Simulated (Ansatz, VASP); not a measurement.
# Two plane-wave programs on Zn

```
CELL_PARAMETERS angstrom
2.77139 0.00000 0.00000
-1.38569 2.40009 0.00000
0.00000 0.00000 5.34244
ATOMIC_POSITIONS crystal
Zn 0.33333 0.66667 0.25000
Zn 0.66667 0.33333 0.75000
```

Change from the starting cell: strain +0.040 along x and y, +0.080 along z, atoms carried along.

Alike in both runs: task single point; functional PBEsol; k mesh 24 × 24 × 10; occupations gaussian, width 0.15 eV; no spin polarisation.

|  | VASP | Ansatz |
| --- | --- | --- |
| version | VASP 6.6.1 | Ansatz 0.2.0 |
| potentials or method | VASP PAW PBE potentials, release 64 (Zn), cutoff 520 eV | scalar-relativistic, plane waves, PAW |
| valence electrons in the cell | 24 | 24 |

|  | VASP | Ansatz | Ansatz less VASP |
| --- | --- | --- | --- |
| gap on the k mesh at the Fermi level (eV) | none | none | - |
| pressure (GPa) | -10.9 | -11.1 | -0.28 |
| traceless stress, the component that is largest in VASP (GPa) | 2.75 | 2.83 | +0.084 |

VASP's potentials were made for PBE, not for PBEsol. A gap of «none» marks a metal or a gap that the smearing closes. The functional is the same, so the differences come from potentials, cutoffs and numerics.
